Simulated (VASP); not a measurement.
# TiO2 (P3_121) in VASP: notebook

Runs on TiO2. Level: PBE. Tasks: relaxation of the atoms, single point.

Program: VASP 6.6.1. These are calculated values, not measurements. Logs are shortened: lines on timing, memory, paths and dates and some standing lists are left out, and cuts for length are marked.

### Step 1. The cell of the first run

Symmetry: P3_121, No. 152, trigonal system. The conventional cell has a = 5.359 Å, b = 5.359 Å, c = 6.082 Å, α = 90.00°, β = 90.00°, γ = 120.00°. Ti (site symmetry 2) has 4 O at 1.75 to 1.78 Å within 2.3 Å. O (site symmetry 1) has 2 Ti at 1.75 to 1.78 Å within 2.3 Å.

### Step 2. Relaxation of the atoms, PBE

File INCAR:

```
ALGO = Normal ; EDIFF = 1E-6
EDIFFG = -0.01 ; ENCUT = 520
GGA = PE ; IBRION = 2
ISIF = 2 ; ISMEAR = -1
LASPH = True ; LCHARG = False
LREAL = False ; LWAVE = False
NELM = 60 ; NSW = 60
PREC = Accurate ; SIGMA = 0.05
```

File KPOINTS:

```
k-points
0
Gamma
  5 5 4
```

File POSCAR:

```
TiO2
1.0
    5.3589338261      0.0000000000      0.0000000000
   -2.6794669131      4.6409728306      0.0000000000
    0.0000000000      0.0000000000      6.0824678800
Ti O
3 6
Direct
    0.4669367500      0.0000000000      0.3333333333
    0.0000000000      0.4669367500      0.6666666667
    0.5330632500      0.5330632500      0.0000000000
    0.5810657200      0.8514331800      0.1206639333
    0.7296325400      0.1485668200      0.5460027333
    0.2703674600      0.4189342800      0.7873306000
    0.8514331800      0.5810657200      0.8793360667
    0.1485668200      0.7296325400      0.4539972667
    0.4189342800      0.2703674600      0.2126694000
```

Potentials or basis: VASP PAW PBE potentials, release 64 (Ti_sv, O).

Command:

```console
$ cat potpaw_PBE.64/Ti_sv/POTCAR potpaw_PBE.64/O/POTCAR > POTCAR
$ mpirun -np 1 vasp_std > vasp.out
```

OUTCAR:

```text
EDIFF = 1E-6
   EDIFFG = -0.01
   ENCUT = 520
   GGA = PE
   IBRION = 2
   ISIF = 2
   ISMEAR = -1
   LASPH = True
   LREAL = False
   NELM = 60
   NSW = 60
   PREC = Accurate

 ion  position               nearest neighbor table
   1  0.467  0.000  0.333-   9 1.75   8 1.75   5 1.78   4 1.78
   2  0.000  0.467  0.667-   6 1.75   5 1.75   8 1.78   7 1.78
   3  0.533  0.533  0.000-   7 1.75   4 1.75   6 1.78   9 1.78
   4  0.581  0.851  0.121-   3 1.75   1 1.78
   5  0.730  0.149  0.546-   2 1.75   1 1.78
   6  0.270  0.419  0.787-   2 1.75   3 1.78
   7  0.851  0.581  0.879-   3 1.75   2 1.78
   8  0.149  0.730  0.454-   1 1.75   2 1.78
   9  0.419  0.270  0.213-   1 1.75   3 1.78

  LATTYP: Found a hexagonal cell.
 ALAT       =     5.3589338261
 C/A-ratio  =     1.1350145528

  Lattice vectors:

 A1 = (   5.3589338261,   0.0000000000,   0.0000000000)
 A2 = (  -2.6794669131,   4.6409728306,   0.0000000000)
 A3 = (   0.0000000000,   0.0000000000,   6.0824678800)

Analysis of symmetry for initial positions (statically):
=====================================================================
 Subroutine PRICEL returns:
 Original cell was already a primitive cell.

 Routine SETGRP: Setting up the symmetry group for a
 hexagonal supercell.

 Subroutine GETGRP returns: Found  6 space group operations
 (whereof  2 operations were pure point group operations)
 out of a pool of 24 trial point group operations.

The static configuration has the point symmetry C_2 .
 The point group associated with its full space group is D_3 .

Analysis of symmetry for dynamics (positions and initial velocities):
=====================================================================
 Subroutine PRICEL returns:
 Original cell was already a primitive cell.

 Routine SETGRP: Setting up the symmetry group for a
 hexagonal supercell.

 Subroutine GETGRP returns: Found  6 space group operations
 (whereof  2 operations were pure point group operations)
 out of a pool of 24 trial point group operations.

The dynamic configuration has the point symmetry C_2 .
 The point group associated with its full space group is D_3 .

 Subroutine INISYM returns: Found  6 space group operations
 (whereof  2 operations are pure point group operations),
 and found     1 'primitive' translations

----------------------------------------------------------------------------------------

                                     Primitive cell

  volume of cell :     151.2750

[... 98 lines left out ...]
   IBRION =      2    ionic relax: 0-MD 1-quasi-New 2-CG
   NFREE  =      1    steps in history (QN), initial steepest desc. (CG)
   ISIF   =      2    stress and relaxation
   ISYM   =      2    0-nonsym 1-usesym 2-fastsym
   POTIM  = 0.5000    time-step for ionic-motion
   TEBEG  =    0.0;   TEEND  =   0.0 temperature during run
   PSTRESS=    0.0 pullay stress
   NELECT =      72.0000    total number of electrons
   NUPDOWN=      -1.0000    fix difference up-down
   EMIN   =  10.00;   EMAX   =-10.00  energy-range for DOS
   EFERMI =   0.00;   METHOD = LEGACY
   ISMEAR =    -1;   SIGMA  =   0.05  broadening in eV -4-tet -1-fermi 0-gaus
   EFERMI_NEDOS =   21; number of points for ismear=-14 and -15
   IALGO  =     38    algorithm
   IMIX   =      4    mixing-type and parameters
     AMIX     =   0.40;   BMIX     =  1.00
     AMIX_MAG =   1.60;   BMIX_MAG =  1.00
  volume/ion in A,a.u.               =      16.81       113.43
  Fermi-wavevector in a.u.,A,eV,Ry     =   1.278193  2.415435 22.228905  1.633778
  Thomas-Fermi vector in A             =   2.410750
   LORBIT       =      0    0 simple, 1 ext, 2 COOP (PROOUT), +10 PAW based schemes
   GGA     = PE    functional components
   LHFCALC =     F    Hartree Fock is set to
   AEXX    =    0.0000 exact exchange contribution
   IVDW    =     0    specifies the selected vdW correction
   LEPSILON=     F    determine dielectric tensor
   LRPA    =     F    only Hartree local field effects (RPA)
 conjugate gradient relaxation of ions
 non-spin polarized calculation
  energy-cutoff  :      520.00
  volume of cell :      151.28
 maximum number of plane-waves:      4098
 NGX is ok and might be reduce to    40
   NGX = 19   NGY = 19   NGZ = 23

--------------------------------------- Ionic step        1  -------------------------------------------

 number of electron      71.9999988 magnetization

 Free energy of the ion-electron system (eV)
  ---------------------------------------------------
  ext. energy  EPLUGINS =         0.00000000
  ---------------------------------------------------
  free energy    TOTEN  =       -79.75252417 eV

  energy without entropy =      -79.75252417  energy(sigma->0) =      -79.75252417

------------------------ aborting loop because EDIFF is reached ----------------------------------------

  FORCE on cell =-STRESS in cart. coord.  units (eV):
  Direction    XX          YY          ZZ          XY          YZ          ZX
  --------------------------------------------------------------------------------------
  -------------------------------------------------------------------------------------
  Total       13.6438685     13.6438685     12.1717153     -0.0000000      0.0000000      0.0000000
  in kB      144.5043306    144.5043306    128.9125276     -0.0000000      0.0000000      0.0000000
  external PRESSURE =     139.3070630 kB  Pullay stress =       0.0000000 kB
[... 110 lines left out ...]
  FREE ENERGIE OF THE ION-ELECTRON SYSTEM (eV)
  ---------------------------------------------------
  free  energy   TOTEN  =       -79.9791003883 eV

  energy  without entropy=      -79.9791003882  energy(sigma->0) =      -79.97910039

[... ionic steps 4 to 21 ...]

--------------------------------------- Ionic step       22  -------------------------------------------

 number of electron      72.0000014 magnetization

------------------------ aborting loop because EDIFF is reached ----------------------------------------
[... 81 lines left out ...]
--------------------------------------- Ionic step       24  -------------------------------------------

 number of electron      72.0000015 magnetization

 Free energy of the ion-electron system (eV)
  ---------------------------------------------------
  ext. energy  EPLUGINS =         0.00000000
  ---------------------------------------------------
  free energy    TOTEN  =       -80.25873907 eV

  energy without entropy =      -80.25873907  energy(sigma->0) =      -80.25873907

 E-fermi :   0.6955     XC(G=0):  -8.4788

 val. band max:       -0.5148034978   @ k =   0.4000   0.0000   0.0000
 cond. band min:       3.0769272070   @ k =   0.0000   0.0000   0.5000
 fundamental gap:      3.5917307048
 Fermi energy:         0.6954807668

 k-point     1 :       0.0000    0.0000    0.0000
  band No.  band energies     occupation
      1     -55.7974      2.00000
      2     -55.7816      2.00000
      3     -55.7816      2.00000
      4     -32.2393      2.00000
      5     -32.2130      2.00000
      6     -32.2130      2.00000
[... 807 lines left out ...]
  FREE ENERGIE OF THE ION-ELECTRON SYSTEM (eV)
  ---------------------------------------------------
  free  energy   TOTEN  =       -80.2587390682 eV

  energy  without entropy=      -80.2587390682  energy(sigma->0) =      -80.25873907

 reached required accuracy - stopping structural energy minimisation
```

It took 34 min on 1 thread of Intel Xeon Platinum 8488C (Sapphire Rapids), shared host; peak memory 0.3 GiB.

Results:

| Property | Result |
| --- | --- |
| Free energy | -80.2587 eV |
| Energy gained by relaxing | 56.2 meV/atom |
| Ionic steps | 24 |
| Pressure after relaxing | 1.8 GPa |
| Largest force after relaxing | 0.010 eV/Å |
| Band gap on the k mesh | 3.59 eV (least direct gap 3.62 eV) |

Forces on the atoms (eV/Å):
```
Ti  -0.003  0.000  0.000
Ti   0.002 -0.003  0.000
Ti   0.002  0.003  0.000
O   -0.001 -0.009 -0.004
O   -0.001  0.009  0.004
O   -0.007  0.005 -0.004
O   -0.007 -0.005  0.004
O    0.008  0.004 -0.004
O    0.008 -0.004  0.004
```

The path:
```
step  energy change (eV)  largest force (eV/Å)  pressure (GPa)
   1              0.0000                1.0758           13.93
   2             -0.2149                0.8282           10.29
   3             -0.2266                1.1676            9.29
   4             -0.3577                0.7409            6.58
   5             -0.4126                0.3236            3.49
   6             -0.4258                0.2289            3.73
   7             -0.4406                0.3569            4.42
   8             -0.4502                0.3108            4.44
   9             -0.4694                0.2166            4.53
  10             -0.4654                0.3794            4.71
  11             -0.4746                0.2375            4.61
  12             -0.4841                0.2038            4.19
  13             -0.5007                0.1335            2.92
  14             -0.5020                0.1388            2.42
  15             -0.5046                0.0700            1.84
  16             -0.5048                0.0555            1.96
  17             -0.5055                0.0326            1.81
  18             -0.5057                0.0244            1.67
  19             -0.5057                0.0249            1.65
  20             -0.5059                0.0222            1.62
  21             -0.5059                0.0241            1.62
  22             -0.5061                0.0167            1.65
  23             -0.5062                0.0131            1.71
  24             -0.5062                0.0097            1.78
```

Final structure:
```cif
data_structure
_symmetry_space_group_name_H-M 'P 1'
_symmetry_Int_Tables_number 1
_cell_length_a 5.3589
_cell_length_b 5.3589
_cell_length_c 6.0825
_cell_angle_alpha 90.000
_cell_angle_beta 90.000
_cell_angle_gamma 120.000
_cell_volume 151.28
loop_
_atom_site_label
_atom_site_type_symbol
_atom_site_fract_x
_atom_site_fract_y
_atom_site_fract_z
_atom_site_occupancy
Ti1 Ti 0.45369 0.00000 0.33333 1
Ti2 Ti 0.00000 0.45369 0.66667 1
Ti3 Ti 0.54631 0.54631 0.00000 1
O1 O 0.59080 0.88377 0.10451 1
O2 O 0.70703 0.11623 0.56216 1
O3 O 0.29297 0.40920 0.77117 1
O4 O 0.88377 0.59080 0.89549 1
O5 O 0.11623 0.70703 0.43784 1
O6 O 0.40920 0.29297 0.22883 1
```

### Step 3. Single point, PBE

This run uses another cell than the first one, of 18.24 Å³/atom.

File INCAR:

```
SYSTEM = TiO2
PREC = Accurate ; ENCUT = 520
EDIFF = 1E-7 ; ISMEAR = -1
SIGMA = 0.05 ; LREAL = .False.
LASPH = .True. ; NELM = 80
ALGO = Normal ; ISIF = 2
LWAVE = .False. ; LCHARG = .True.
GGA = PE ; LELF = .True.
LVHAR = .True. ; NBANDS = 46
```

File KPOINTS:

```
Automatic mesh
0
Gamma
  5 5 4
  0 0 0
```

File POSCAR:

```
TiO2
1.0
    5.5822227355      0.0000000000      0.0000000000
   -2.7911113678      4.8343466985      0.0000000000
    0.0000000000      0.0000000000      6.0824678800
Ti O
3 6
Direct
    0.4664483259      0.0000000000      0.3333333333
    0.0000000000      0.4664483259      0.6666666667
    0.5335516741      0.5335516741      0.0000000000
    0.5820060133      0.8529179627      0.1199361215
    0.7290880506      0.1470820373      0.5467305451
    0.2709119494      0.4179939867      0.7866027882
    0.8529179627      0.5820060133      0.8800638785
    0.1470820373      0.7290880506      0.4532694549
    0.4179939867      0.2709119494      0.2133972118
```

Potentials or basis: VASP PAW PBE potentials, release 64 (Ti_sv, O).

Command:

```console
$ cat potpaw_PBE.64/Ti_sv/POTCAR potpaw_PBE.64/O/POTCAR > POTCAR
$ mpirun -np 1 vasp_std > vasp.out
```

Run time: 2.8 min. Hardware: 1 thread of Intel Xeon Platinum 8488C (Sapphire Rapids), shared host; peak memory 0.32 GiB.

The run converged. Its results:

```yaml
Free_energy: -80.3956 eV
Pressure: 1.4 GPa
Largest_force: 0.042 eV/Å
Band_gap_on_the_k_mesh: 3.54 eV
```

Forces on the atoms (eV/Å):
```
Ti  -0.004  0.000  0.000
Ti   0.002 -0.004  0.000
Ti   0.002  0.004  0.000
O    0.013  0.033 -0.023
O    0.013 -0.033  0.023
O    0.022 -0.027 -0.023
O    0.022  0.027  0.023
O   -0.035 -0.006 -0.023
O   -0.035  0.006  0.023
```

Levels at points of the mesh, in eV from the valence-band top:
```csv
k point,band 32,band 33,band 34,band 35,band 36,band 37,band 38,band 39,band 40,band 41
"(0.00, 0.00, 0.00)",-0.83,-0.83,-0.33,-0.31,-0.31,3.59,4.14,4.14,4.56,4.56
"(0.00, 0.00, 0.50)",-1.01,-0.60,-0.05,-0.05,0.00,3.54,3.93,3.93,4.35,4.42
```

A k mesh can miss the band edges.

### Step 4. Single point, PBE

This run uses another cell than the first one, of 18.24 Å³/atom.

File INCAR:

```
ALGO     = Normal         # electronic algorithm
EDIFF    = 1E-6           # SCF threshold, eV
ENCUT    = 520            # plane-wave cutoff, eV
GGA      = PE             # functional
ISIF     = 2              # what is computed and relaxed
ISMEAR   = 0              # smearing method
LASPH    = T              # aspherical terms in the spheres
LCHARG   = T              # write CHGCAR
LELF     = T              # ELF
LREAL    = F              # projectors in reciprocal space
LVHAR    = T            
LWAVE    = F              # write WAVECAR
NBANDS   = 46             # bands
NELM     = 100            # most SCF steps
PREC     = Accurate       # precision mode
SIGMA    = 0.011          # smearing width, eV
```

File KPOINTS:

```
k-points
0
Gamma
  6 6 5
```

File POSCAR:

```
TiO2
1.0
    5.5822227355      0.0000000000      0.0000000000
   -2.7911113678      4.8343466985      0.0000000000
    0.0000000000      0.0000000000      6.0824678800
Ti O
3 6
Direct
    0.4669367500      0.0000000000      0.3333333333
    0.0000000000      0.4669367500      0.6666666667
    0.5330632500      0.5330632500      0.0000000000
    0.5810657200      0.8514331800      0.1206639333
    0.7296325400      0.1485668200      0.5460027333
    0.2703674600      0.4189342800      0.7873306000
    0.8514331800      0.5810657200      0.8793360667
    0.1485668200      0.7296325400      0.4539972667
    0.4189342800      0.2703674600      0.2126694000
```

Command:

```console
$ cat potpaw_PBE.64/Ti_sv/POTCAR potpaw_PBE.64/O/POTCAR > POTCAR
$ mpirun -np 1 vasp_std > vasp.out
```

Run time: 4.6 min. Hardware: 1 thread of Intel Xeon Platinum 8488C (Sapphire Rapids), shared host; peak memory 0.36 GiB.

It converged, with:

- Free energy: -80.3923 eV
- Pressure: 1.9 GPa
- Largest force: 0.092 eV/Å
- Band gap on the k mesh: 3.61 eV (least direct gap 3.62 eV)

Forces on the atoms (eV/Å):
```
Ti  -0.003  0.000  0.000
Ti   0.001 -0.002  0.000
Ti   0.001  0.002  0.000
O    0.042  0.071 -0.041
O    0.042 -0.071  0.041
O    0.041 -0.072 -0.041
O    0.041  0.072  0.041
O   -0.082  0.001 -0.041
O   -0.082 -0.001  0.041
```

Levels at points of the mesh, in eV from the valence-band top:
| k point | band 33 | band 34 | band 35 | band 36 | band 37 | band 38 | band 39 | band 40 |
| --- | --- | --- | --- | --- | --- | --- | --- | --- |
| (0.00, 0.00, 0.00) | -0.80 | -0.29 | -0.28 | -0.28 | 3.62 | 4.19 | 4.19 | 4.61 |
| (0.50, 0.00, 0.00) | -0.77 | -0.76 | -0.16 | 0.00 | 3.85 | 3.86 | 4.17 | 4.79 |

A k mesh can miss the band edges.

### Step 5. Overview

| task | cell | k mesh | smearing | gap on the mesh (eV) | pressure (GPa) | largest force (eV/Å) |
| --- | --- | --- | --- | --- | --- | --- |
| relaxation of the atoms | atoms relaxed from a = 5.359, b = 5.359, c = 6.082 Å, angles 90.0, 90.0, 120.0°, 9 atoms, atomic positions A | 5 × 5 × 4 | fermi-dirac 0.05 eV | 3.59 | 1.8 | 0.01 |
| single point | a = 5.582, b = 5.582, c = 6.082 Å, angles 90.0, 90.0, 120.0°, 9 atoms, atomic positions B | 5 × 5 × 4 | fermi-dirac 0.05 eV | 3.54 | 1.4 | 0.04 |
| single point | a = 5.582, b = 5.582, c = 6.082 Å, angles 90.0, 90.0, 120.0°, 9 atoms, atomic positions A | 6 × 6 × 5 | gaussian 0.011 eV | 3.61 | 1.9 | 0.09 |

Alike in all rows: level PBE; potentials or basis VASP PAW PBE potentials, release 64 (Ti_sv, O); no spin polarisation; cutoff (eV) 520.

Total energies depend on the potentials used, so only differences within one code and one set of settings carry meaning.
